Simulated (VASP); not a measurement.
# Li33Cl32 (a cell with a defect) in VASP: single point with PBEsol

Aim: the single point of Li33Cl32 (a cell with a defect) with PBEsol.

All numbers are computed with VASP 6.6.1; they aren't measurements. Logs are shortened: lines on timing, memory, paths and dates and some standing lists are left out, and cuts for length are marked.

**1. The cell of the first run**

The cell holds a defect, 65 atoms: a = 10.133 Å, b = 10.133 Å, c = 10.133 Å, α = 90.00°, β = 90.00°, γ = 90.00°.

**2. Single point, PBEsol**

File INCAR:

```
  PREC = Accurate
  ENCUT = 520
  EDIFF = 1E-7
  ISMEAR = -1
  SIGMA = 0.05
  LREAL = Auto
  LASPH = True
  NELM = 80
  ALGO = Normal
  ISIF = 2
  LWAVE = False
  LCHARG = True
  GGA = PS
  LELF = True
  LVHAR = True
  NBANDS = 200
  NELECT = 322.0
  ISYM = 0
```

File KPOINTS:

```
Automatic mesh
0
Gamma
  1 1 1
  0.25 0.25 0.25
```

File POSCAR:

```
Li33Cl32
1.0
   10.1327090000      0.0000000000      0.0000000000
    0.0000000000     10.1327090000      0.0000000000
    0.0000000000      0.0000000000     10.1327090000
Cl Li
32 33
Direct
    0.2503760000      0.9969180000      0.0004290000
    0.2496910000      0.0005720000      0.4997810000
    0.2495030000      0.4975540000      0.9961710000
    0.2488740000      0.4965510000      0.5006360000
    0.7496120000      0.9973400000      0.9998820000
    0.7489980000      0.9969500000      0.4990780000
    0.7490590000      0.4981040000      0.0002990000
    0.7532730000      0.4975970000      0.4998860000
    0.0003380000      0.2480780000      0.9999820000
    0.0007110000      0.2483300000      0.4991500000
    0.0005570000      0.7472700000      0.0002220000
    0.9970310000      0.7480150000      0.4997350000
    0.4995100000      0.2483360000      0.0003820000
    0.5003240000      0.2453250000      0.5000020000
    0.5000520000      0.7480310000      0.9967680000
    0.5005630000      0.7482420000      0.5002950000
    0.0007290000      0.9968870000      0.2501390000
    0.0001660000      0.9973740000      0.7493770000
    0.9964390000      0.4975240000      0.2493470000
    0.0006670000      0.4981260000      0.7488910000
    0.5000590000      0.0006190000      0.2494710000
    0.4993670000      0.9968840000      0.7487710000
    0.5009790000      0.4965580000      0.2485920000
    0.5002220000      0.4975460000      0.7530280000
    0.2495040000      0.2452470000      0.2492880000
    0.2502360000      0.2483840000      0.7488570000
    0.2490900000      0.7484280000      0.2488630000
    0.2497580000      0.7480270000      0.7525750000
    0.7490780000      0.2483300000      0.2500700000
    0.7494590000      0.2480840000      0.7492950000
    0.7528390000      0.7480020000      0.2495360000
    0.7492150000      0.7472990000      0.7489870000
    0.9992280000      0.9984090000      0.9989690000
    0.9961840000      0.0013610000      0.5002220000
    0.9958310000      0.4971570000      0.9956310000
    0.9978610000      0.4964970000      0.5008370000
    0.5004750000      0.0013860000      0.9959240000
    0.5010240000      0.0002820000      0.5007760000
    0.5010430000      0.4965030000      0.9976020000
    0.5249600000      0.4740220000      0.5247090000
    0.2494060000      0.2438570000      0.9957380000
    0.2488270000      0.2455650000      0.5007110000
    0.2486970000      0.7489430000      0.9972460000
    0.2259610000      0.7719730000      0.5237690000
    0.7506010000      0.2469040000      0.9989140000
    0.7536980000      0.2439850000      0.5001530000
    0.7535090000      0.7483170000      0.9960180000
    0.7523190000      0.7489860000      0.5008420000
    0.2487370000      0.0001960000      0.2484610000
    0.2493050000      0.0014290000      0.7533300000
    0.2244610000      0.4734850000      0.2242510000
    0.2486880000      0.4965190000      0.7515940000
    0.7536220000      0.0013990000      0.2490490000
    0.7505500000      0.9984600000      0.7502910000
    0.7518530000      0.4964730000      0.2483850000
    0.7538230000      0.4972030000      0.7535120000
    0.9959780000      0.2438300000      0.2490920000
    0.9991380000      0.2469380000      0.7502920000
    0.9975200000      0.7489260000      0.2484020000
    0.9962960000      0.7483380000      0.7531900000
    0.5009630000      0.2455890000      0.2485510000
    0.5003770000      0.2439340000      0.7534110000
    0.5241060000      0.7720560000      0.2256720000
    0.5010960000      0.7489380000      0.7520720000
    0.3746830000      0.6218440000      0.3743570000
```

Potentials or basis: VASP PAW PBE potentials, release 64 (Cl, Li_sv).

Started as:

```sh
$ cat potpaw_PBE.64/Cl/POTCAR potpaw_PBE.64/Li_sv/POTCAR > POTCAR
$ mpirun -np 1 vasp_std > vasp.out
```

OUTCAR:

```text
PREC = Accurate
   ENCUT = 520
   EDIFF = 1E-7
   ISMEAR = -1
   LREAL = Auto
   LASPH = True
   NELM = 80
   ISIF = 2
   GGA = PS
   NELECT = 322.0
   ISYM = 0

 ion  position               nearest neighbor table
   1  0.250  0.997  0.000-  41 2.50  50 2.50  43 2.51  49 2.51  37 2.53  33 2.54
   2  0.250  0.001  0.500-  44 2.34  42 2.48  49 2.55  38 2.55  34 2.57  50 2.57
   3  0.250  0.498  0.996-  51 2.34  52 2.48  43 2.55  39 2.55  35 2.57  41 2.57
   4  0.249  0.497  0.501-  65 2.21  52 2.54  42 2.54  36 2.54
   5  0.750  0.997  1.000-  47 2.52  37 2.53  53 2.53  45 2.53  54 2.53  33 2.53
   6  0.749  0.997  0.499-  46 2.50  34 2.51  48 2.51  38 2.51  53 2.53  54 2.55
   7  0.749  0.498  0.000-  35 2.50  56 2.50  39 2.51  55 2.51  47 2.54  45 2.55
   8  0.753  0.498  0.500-  40 2.34  36 2.48  48 2.55  55 2.55  46 2.57  56 2.57
   9  0.000  0.248  1.000-  41 2.52  35 2.52  57 2.52  33 2.53  58 2.53  45 2.53
  10  0.001  0.248  0.499-  34 2.50  46 2.50  42 2.51  36 2.51  57 2.53  58 2.54
  11  0.001  0.747  0.000-  60 2.50  47 2.50  43 2.51  59 2.51  35 2.54  33 2.54
  12  0.997  0.748  0.500-  44 2.35  48 2.48  59 2.55  36 2.55  34 2.57  60 2.57
  13  0.500  0.248  0.000-  37 2.50  62 2.50  39 2.51  61 2.51  41 2.54  45 2.54
  14  0.500  0.245  0.500-  40 2.34  38 2.48  61 2.55  42 2.55  46 2.57  62 2.57
  15  0.500  0.748  0.997-  63 2.34  64 2.48  43 2.55  39 2.55  37 2.57  47 2.57
  16  0.501  0.748  0.500-  65 2.21  48 2.55  64 2.55  38 2.55
  17  0.001  0.997  0.250-  57 2.50  53 2.50  59 2.51  49 2.51  34 2.53  33 2.55
[... 34 lines left out ...]
  52  0.249  0.497  0.752-   3 2.48  20 2.51  26 2.51   4 2.54  28 2.55  24 2.55
  53  0.754  0.001  0.249-  29 2.50  17 2.50   5 2.53   6 2.53  31 2.57  21 2.57
  54  0.751  0.998  0.750-   5 2.53  18 2.53  30 2.53  32 2.55  22 2.55   6 2.55
  55  0.752  0.496  0.248-  19 2.48   7 2.51  29 2.51  23 2.54   8 2.55  31 2.55
  56  0.754  0.497  0.754-   7 2.50  20 2.50  30 2.52  32 2.53  24 2.57   8 2.57
  57  0.996  0.244  0.249-  29 2.50  17 2.50   9 2.52  10 2.53  25 2.57  19 2.57
  58  0.999  0.247  0.750-  18 2.53  30 2.53   9 2.53  26 2.54  10 2.54  20 2.55
  59  0.998  0.749  0.248-  31 2.48  17 2.51  11 2.51  12 2.55  19 2.55  27 2.55
  60  0.996  0.748  0.753-  11 2.50  32 2.50  18 2.52  20 2.54  12 2.57  28 2.57
  61  0.501  0.246  0.249-  21 2.48  29 2.51  13 2.51  23 2.54  14 2.55  25 2.55
  62  0.500  0.244  0.753-  13 2.50  22 2.50  30 2.52  26 2.54  14 2.57  24 2.57
  63  0.524  0.772  0.226-  21 2.34  31 2.34  15 2.34
  64  0.501  0.749  0.752-  15 2.48  22 2.51  32 2.51  28 2.55  24 2.55  16 2.55
  65  0.375  0.622  0.374-  23 2.21   4 2.21  27 2.21  16 2.21

IMPORTANT INFORMATION: All symmetrisations will be switched off!
NOSYMM: (Re-)initialisation of all symmetry stuff for point group C_1.

----------------------------------------------------------------------------------------

                                     Primitive cell

  volume of cell :    1040.3434

  direct lattice vectors                    reciprocal lattice vectors
    10.132709000  0.000000000  0.000000000     0.098690291  0.000000000  0.000000000
     0.000000000 10.132709000  0.000000000     0.000000000  0.098690291  0.000000000
     0.000000000  0.000000000 10.132709000     0.000000000  0.000000000  0.098690291

  length of vectors
    10.132709000 10.132709000 10.132709000     0.098690291  0.098690291  0.098690291

  position of ions in fractional coordinates (direct lattice)
     0.250376000  0.996918000  0.000429000
     0.249691000  0.000572000  0.499781000
     0.249503000  0.497554000  0.996171000
     0.248874000  0.496551000  0.500636000
     0.749612000  0.997340000  0.999882000
     0.748998000  0.996950000  0.499078000
[... 57 lines left out ...]
     0.501096000  0.748938000  0.752072000
     0.374683000  0.621844000  0.374357000

  ion indices of the primitive-cell ions
   primitive index   ion index
                 1           1
                 2           2
                 3           3
                 4           4
                 5           5
                 6           6
[... 57 lines left out ...]
                64          64
                65          65

----------------------------------------------------------------------------------------

 KPOINTS: Automatic mesh

Automatic generation of k-mesh.
 Grid dimensions read from file:
 generate k-points for:    1    1    1

 Generating k-lattice:

  Cartesian coordinates                     Fractional coordinates (reciprocal lattice)
     0.098690291  0.000000000  0.000000000     1.000000000  0.000000000  0.000000000
     0.000000000  0.098690291  0.000000000     0.000000000  1.000000000  0.000000000
     0.000000000  0.000000000  0.098690291     0.000000000  0.000000000  1.000000000

  Length of vectors
     0.098690291  0.098690291  0.098690291

  Shift w.r.t. Gamma in fractional coordinates (k-lattice)
     0.250000000  0.250000000  0.250000000

 Subroutine IBZKPT returns following result:
 ===========================================

 Found      4 irreducible k-points:

 Following reciprocal coordinates:
            Coordinates               Weight
  0.250000  0.250000  0.250000      2.000000
 -0.250000  0.250000  0.250000      2.000000
 -0.250000 -0.250000  0.250000      2.000000
  0.250000 -0.250000  0.250000      2.000000
   k-points           NKPTS =      4   k-points in BZ     NKDIM =      4   number of bands    NBANDS=    200
   number of dos      NEDOS =    301   number of ions     NIONS =     65
   total plane-waves  NPLWV = 512000
   dimension x,y,z NGX =    80 NGY =   80 NGZ =   80
   dimension x,y,z NGXF=   160 NGYF=  160 NGZF=  160
   ions per type =              32  33
   NGX,Y,Z   is equivalent  to a cutoff of  13.13, 13.13, 13.13 a.u.
   NGXF,Y,Z  is equivalent  to a cutoff of  26.25, 26.25, 26.25 a.u.
 SYSTEM =  unknown system
   PREC   = accura    normal or accurate (medium, high low for compatibility)
   ISTART =      0    job   : 0-new  1-cont  2-samecut
   ICHARG =      2    charge: 1-file 2-atom 10-const
   ISPIN  =      1    spin polarized calculation?
   LNONCOLLINEAR =      F non collinear calculations
   LSORBIT =      F    spin-orbit coupling
   LASPH  =      T    aspherical Exc in radial PAW
   ENCUT  =  520.0 eV  38.22 Ry    6.18 a.u.  18.84 18.84 18.84*2*pi/ulx,y,z
   NELM   =     80;   NELMIN=  2; NELMDL= -5     # of ELM steps
   EDIFF  = 0.1E-06   stopping-criterion for ELM
   LREAL  =      T    real-space projection
   EDIFFG = 0.1E-05   stopping-criterion for IOM
   NSW    =      0    number of steps for IOM
   IBRION =     -1    ionic relax: 0-MD 1-quasi-New 2-CG
   NFREE  =      0    steps in history (QN), initial steepest desc. (CG)
   ISIF   =      2    stress and relaxation
   ISYM   =      0    0-nonsym 1-usesym 2-fastsym
   POTIM  = 0.5000    time-step for ionic-motion
   TEBEG  =    0.0;   TEEND  =   0.0 temperature during run
   PSTRESS=    0.0 pullay stress
   NELECT =     322.0000    total number of electrons
   NUPDOWN=      -1.0000    fix difference up-down
   EMIN   =  10.00;   EMAX   =-10.00  energy-range for DOS
   EFERMI =   0.00;   METHOD = LEGACY
   ISMEAR =    -1;   SIGMA  =   0.05  broadening in eV -4-tet -1-fermi 0-gaus
   EFERMI_NEDOS =   21; number of points for ismear=-14 and -15
   IALGO  =     38    algorithm
   IMIX   =      4    mixing-type and parameters
     AMIX     =   0.40;   BMIX     =  1.00
     AMIX_MAG =   1.60;   BMIX_MAG =  1.00
  volume/ion in A,a.u.               =      16.01       108.01
  Fermi-wavevector in a.u.,A,eV,Ry     =   1.107392  2.092667 16.685044  1.226316
  Thomas-Fermi vector in A             =   2.243905
   LORBIT       =      0    0 simple, 1 ext, 2 COOP (PROOUT), +10 PAW based schemes
   GGA     = PS    functional components
   LHFCALC =     F    Hartree Fock is set to
   AEXX    =    0.0000 exact exchange contribution
   IVDW    =     0    specifies the selected vdW correction
   LEPSILON=     F    determine dielectric tensor
   LRPA    =     F    only Hartree local field effects (RPA)
 non-spin polarized calculation
  energy-cutoff  :      520.00
  volume of cell :     1040.34
 maximum number of plane-waves:     28033
 NGX is ok and might be reduce to    80
   NGX = 37   NGY = 37   NGZ = 37

 number of electron     322.0000046 magnetization

 Free energy of the ion-electron system (eV)
  ---------------------------------------------------
  ext. energy  EPLUGINS =         0.00000000
  ---------------------------------------------------
  free energy    TOTEN  =      -250.70621801 eV

  energy without entropy =     -250.70621801  energy(sigma->0) =     -250.70621801

 E-fermi :   2.1699     XC(G=0):  -9.0826

 val. band max:        0.8314078137   @ k =   0.2500  -0.2500   0.2500
 cond. band min:       7.5997923220   @ k =   0.2500   0.2500   0.2500
 fundamental gap:      6.7683845082
 Fermi energy:         2.1698624148

 k-point     1 :       0.2500    0.2500    0.2500
  band No.  band energies     occupation
      1     -42.0329      2.00000
      2     -42.0317      2.00000
      3     -42.0316      2.00000
      4     -42.0315      2.00000
      5     -41.8286      2.00000
      6     -41.8278      2.00000
[... 693 lines left out ...]
    172       8.5404      0.00000
    173       8.6562      0.00000
 [bands above 173 left out]

------------------------ aborting loop because EDIFF is reached ----------------------------------------

  FORCE on cell =-STRESS in cart. coord.  units (eV):
  Direction    XX          YY          ZZ          XY          YZ          ZX
  --------------------------------------------------------------------------------------
  -------------------------------------------------------------------------------------
  Total       -3.8940010     -3.9734743     -3.9014117     -0.0094498     -0.0095226     -0.0147090
  in kB       -5.9969432     -6.1193357     -6.0083560     -0.0145531     -0.0146653     -0.0226525
  external PRESSURE =      -6.0415449 kB  Pullay stress =       0.0000000 kB

 VOLUME and BASIS-vectors are now :
 -----------------------------------------------------------------------------
  energy-cutoff  :      520.00
  volume of cell :     1040.34
      direct lattice vectors                 reciprocal lattice vectors
    10.132709000  0.000000000  0.000000000     0.098690291  0.000000000  0.000000000
     0.000000000 10.132709000  0.000000000     0.000000000  0.098690291  0.000000000
     0.000000000  0.000000000 10.132709000     0.000000000  0.000000000  0.098690291

 POSITION                                       TOTAL-FORCE (eV/Angst)
 -----------------------------------------------------------------------------------
      2.53699     10.10148      0.00435        -0.000328      0.002370     -0.000711
      2.53005      0.00580      5.06414         0.002546      0.015770     -0.002913
      2.52814      5.04157     10.09391         0.003480      0.001009      0.002250
      2.52177      5.03141      5.07280        -0.008492     -0.002128      0.008399
      7.59560     10.10576     10.13151        -0.000747      0.002071      0.002394
      7.58938     10.10180      5.05701         0.003494      0.000859      0.002999
[... 57 lines left out ...]
      5.07746      7.58877      7.62053         0.000801     -0.000949     -0.001287
      3.79655      6.30096      3.79325         0.004400      0.004305      0.003396
 -----------------------------------------------------------------------------------
    total drift:                               -0.005726     -0.022675     -0.007204

  FREE ENERGIE OF THE ION-ELECTRON SYSTEM (eV)
  ---------------------------------------------------
  free  energy   TOTEN  =      -250.7062180059 eV

  energy  without entropy=     -250.7062180059  energy(sigma->0) =     -250.70621801
```

Run time: 33 min. Hardware: 1 thread of AMD EPYC 7R43 (Zen 3), shared host; peak memory 1.2 GiB.

What came out:

| Property | Result |
| --- | --- |
| Free energy | -250.7062 eV |
| Largest force | 0.018 eV/Å |

Forces on the atoms (eV/Å):
```
Cl   0.000  0.002 -0.001
Cl   0.003  0.016 -0.003
Cl   0.003  0.001  0.002
Cl  -0.008 -0.002  0.008
Cl  -0.001  0.002  0.002
Cl   0.003  0.001  0.003
Cl   0.003  0.002  0.002
Cl  -0.001  0.001  0.001
Cl  -0.005 -0.003 -0.001
Cl  -0.004 -0.002 -0.001
Cl   0.001 -0.002  0.004
Cl   0.000 -0.001  0.004
Cl  -0.005 -0.003 -0.001
Cl  -0.006 -0.014 -0.003
Cl   0.002 -0.001  0.001
Cl   0.005  0.000  0.005
Cl  -0.002  0.003 -0.002
Cl   0.000  0.001 -0.002
Cl   0.000  0.001 -0.001
Cl  -0.003  0.001 -0.002
Cl  -0.002  0.014  0.000
Cl   0.001  0.003  0.001
Cl   0.007 -0.003 -0.009
Cl  -0.003  0.002 -0.002
Cl   0.005 -0.017  0.003
Cl   0.005 -0.003  0.000
Cl  -0.009  0.003 -0.010
Cl  -0.001 -0.002  0.000
Cl   0.002 -0.002  0.001
Cl   0.005 -0.003  0.000
Cl   0.002 -0.001 -0.003
Cl  -0.001 -0.001 -0.004
Li  -0.002 -0.001 -0.001
Li   0.000  0.000  0.000
Li   0.002  0.003  0.001
Li   0.000  0.001 -0.002
Li  -0.001  0.000  0.000
Li   0.003 -0.001  0.002
Li  -0.001  0.001  0.000
Li  -0.009 -0.001 -0.009
Li   0.000  0.002  0.002
Li   0.001  0.000  0.000
Li  -0.001 -0.001  0.001
Li   0.002 -0.006 -0.004
Li   0.001  0.000  0.000
Li  -0.002  0.002  0.000
Li   0.000  0.003  0.001
Li  -0.001 -0.002  0.001
Li  -0.002 -0.001 -0.001
Li   0.000  0.000  0.000
Li   0.010  0.004  0.009
Li   0.002  0.001  0.001
Li   0.000  0.000 -0.001
Li   0.002 -0.002  0.001
Li   0.000  0.001  0.003
Li  -0.002  0.002 -0.002
Li   0.001  0.002  0.001
Li   0.000  0.000  0.000
Li   0.002  0.000  0.000
Li   0.000  0.002  0.001
Li  -0.001  0.000  0.000
Li   0.000  0.002 -0.001
Li  -0.005 -0.007  0.001
Li   0.001 -0.001 -0.001
Li   0.004  0.004  0.003
```

Caveat: the cell carries a net charge on a neutralising background, which shifts energy and pressure; the cell is charged against a uniform background, so pressure and absolute levels hang on convention; the cutoff is under 1.25 times the usual one of these potentials, so pressure, stress and relaxed cells hold a basis-set (Pulay) error; the PAW data sets were made with another functional, which shifts forces and pressure a little.
